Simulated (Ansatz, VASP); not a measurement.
## One calculation of Ti, two programs

INCAR

```
ALGO = Normal
EDIFF = 1E-6
ENCUT = 520
GGA = PE
ISIF = 2
ISMEAR = -1
LASPH = T
LCHARG = F
LREAL = F
LWAVE = F
NBANDS = 19
NELM = 60
PREC = Accurate
SIGMA = 0.1
```

Contents of KPOINTS:

```
k-points
0
Gamma
  3 3 2
```

POSCAR

```
Ti
1.0
    2.9390756844      0.0000000000      0.0000000000
   -1.4695378422      2.5453142064      0.0000000000
    0.0000000000      0.0000000000      4.6559893251
Ti
2
Direct
    0.3333333333      0.6666666667      0.2500000000
    0.6666666667      0.3333333333      0.7500000000
```

Input for Ansatz:

```yaml
crystal:
  lattice:
    - [2.9390756844, 0.0, 0.0]
    - [-1.4695378422, 2.5453142064, 0.0]
    - [0.0, 0.0, 4.6559893251]
  atoms:
    - { symbol: Ti, position: [0.3333333333, 0.6666666667, 0.25] }
    - { symbol: Ti, position: [0.6666666667, 0.3333333333, 0.75] }
hamiltonian:
  xc: pbe
  pseudopotentials:
    kind: paw
    azcp:
      Ti: "pseudopotentials/Ti.paw.azcp"
basis:
  ecutwfc: 420
  fft_grid_basis: typed
kpoints:
  mp_grid: { grid: [3, 3, 2], shift: [0, 0, 0] }
magnetization:
  spin_polarized: false
scf:
  occupations: { method: fermi_dirac, width: 0.1 }
  lower_state_search: "off"
output:
  stress: true
```

Alike in both runs: task single point; functional PBE; k mesh 3 × 3 × 2; occupations fermi-dirac, width 0.1 eV; no spin polarisation.

|  | VASP | Ansatz |
| --- | --- | --- |
| version | VASP 6.6.1 | Ansatz 0.2.0 |
| potentials or method | VASP PAW PBE potentials, release 64 (Ti_sv), cutoff 520 eV | plane waves (420 eV) with PAW, scalar-relativistic |
| valence electrons in the cell | 24 | 24 |

VASP gave:

| Quantity | Value |
| --- | --- |
| pressure (GPa) | -1.5 |
| traceless stress, the component that is largest in VASP (GPa) | -1.14 |

Problem. Which values does Ansatz return?

Solution. Pressure (GPa): -1.2; traceless stress, the component that is largest in VASP (GPa): -1.14.

With one functional, cell and mesh, what is left measures potentials, basis and numerics.

The k mesh is coarse, so the values compare programs but aren't converged.
